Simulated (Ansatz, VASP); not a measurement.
# Two plane-wave programs on TaN

The input INCAR:

```
SYSTEM = TaN
ALGO = Normal ; EDIFF = 1E-6
ENCUT = 520 ; GGA = PE
ISIF = 2 ; ISMEAR = 0
LASPH = .True. ; LCHARG = .True.
LELF = .True. ; LREAL = .False.
LVHAR = .True. ; LWAVE = .False.
NBANDS = 15 ; NELM = 100
PREC = Accurate ; SIGMA = 0.02
```

Contents of KPOINTS:

```
k-points
0
Gamma
  18 18 18
  0 0 0
```

POSCAR

```
TaN
1.0
    0.0000000000      2.1517625000      2.1790000000
    2.2062375000      0.0000000000      2.1790000000
    2.2062375000      2.1517625000      0.0000000000
Ta N
1 1
Direct
    0.5000000000      0.5000000000      0.5000000000
    0.0000000000      0.0000000000      0.0000000000
```

Input for Ansatz:

```yaml
crystal:
  lattice:
    - [0.0, 2.1517625, 2.179]
    - [2.2062375, 0.0, 2.179]
    - [2.2062375, 2.1517625, 0.0]
  atoms:
    - { symbol: Ta, position: [0.5, 0.5, 0.5] }
    - { symbol: "N", position: [0.0, 0.0, 0.0] }
basis:
  ecutwfc: 420
kpoints:
  mp_grid: { grid: [18, 18, 18] }
hamiltonian:
  xc: pbe
scf:
  occupations: { method: gaussian, width: 0.02 }
output:
  forces: true
  stress: true
  eigenvalues: true
```

Change from the starting cell: strain +0.0125 x Voigt [1, -1, 0, 0, 0, 0], atoms carried along.

Alike in both runs: task single point; functional PBE; k mesh 18 × 18 × 18; occupations gaussian, width 0.02 eV; no spin polarisation.

```csv
,VASP,Ansatz
version,VASP 6.6.1,Ansatz 0.2.0
potentials or method,"VASP PAW PBE potentials, release 64 (Ta_pv, N), cutoff 520 eV","scalar-relativistic, plane waves, PAW"
valence electrons in the cell,16,18
```

|  | VASP | Ansatz | Ansatz less VASP |
| --- | --- | --- | --- |
| gap on the k mesh at the Fermi level (eV) | none | none | - |
| pressure (GPa) | 15.9 | 15.0 | -0.96 |
| traceless stress, the component that is largest in VASP (GPa) | 8.74 | 8.66 | -0.073 |

A gap of «none» marks a metal or a gap that the smearing closes. VASP's potentials hold 16 valence electrons a cell and Ansatz's 18, so a difference there can come from the potentials and not from the codes.

Spin-orbit coupling is off throughout.
